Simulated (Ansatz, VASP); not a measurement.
Pd: VASP beside Ansatz

The input INCAR:

```
ALGO     = Normal         # electronic algorithm
EDIFF    = 1E-7           # SCF threshold, eV
ENCUT    = 520            # plane-wave cutoff, eV
GGA      = PE             # functional
ISIF     = 2              # what is computed and relaxed
ISMEAR   = 0              # smearing method
LASPH    = True           # aspherical terms in the spheres
LCHARG   = False          # write CHGCAR
LREAL    = False          # projectors in reciprocal space
LWAVE    = False          # write WAVECAR
NBANDS   = 11             # bands
NELM     = 100            # most SCF steps
PREC     = Accurate       # precision mode
SIGMA    = 0.3            # smearing width, eV
```

The input KPOINTS:

```
k-points
0
Gamma
  14 14 14
```

File POSCAR:

```
Pd
1.0
    0.0000000000      1.9734737307      1.9734737307
    1.9734737307      0.0000000000      1.9734737307
    1.9734737307      1.9734737307      0.0000000000
Pd
1
Direct
    0.0000000000      0.0000000000      0.0000000000
```

Input for Ansatz:

```yaml
crystal:
  lattice:
    - [0.0, 1.9734737307, 1.9734737307]
    - [1.9734737307, 0.0, 1.9734737307]
    - [1.9734737307, 1.9734737307, 0.0]
  atoms:
    - { symbol: Pd, position: [0.0, 0.0, 0.0] }
hamiltonian:
  xc: pbe
  pseudopotentials:
    kind: paw
    azcp:
      Pd: "pseudopotentials/Pd.paw.azcp"
basis:
  ecutwfc: 420
  fft_grid_basis: typed
kpoints:
  mp_grid: { grid: [14, 14, 14], shift: [0, 0, 0] }
magnetization:
  spin_polarized: false
scf:
  occupations: { method: gaussian, width: 0.3 }
  lower_state_search: "off"
output:
  stress: true
  write_density: true
  write_potential: true
  elf: true
  volumetric_format: npy
```

Alike in both runs: task single point; functional PBE; k mesh 14 × 14 × 14; occupations gaussian, width 0.3 eV; no spin polarisation.

```csv
,VASP,Ansatz
version,VASP 6.6.1,Ansatz 0.2.0
potentials or method,"VASP PAW PBE potentials, release 64 (Pd), cutoff 520 eV","plane waves (420 eV) with PAW, scalar-relativistic"
valence electrons in the cell,10,18
```

Ansatz gave:

* pressure (GPa): 0.1

**Question.** Estimate VASP's values.

**Answer.** Pressure (GPa): -0.2.

The functional is the same, so the differences come from potentials, cutoffs and numerics. VASP's potentials hold 10 valence electrons a cell and Ansatz's 18, so a difference there can come from the potentials and not from the codes.
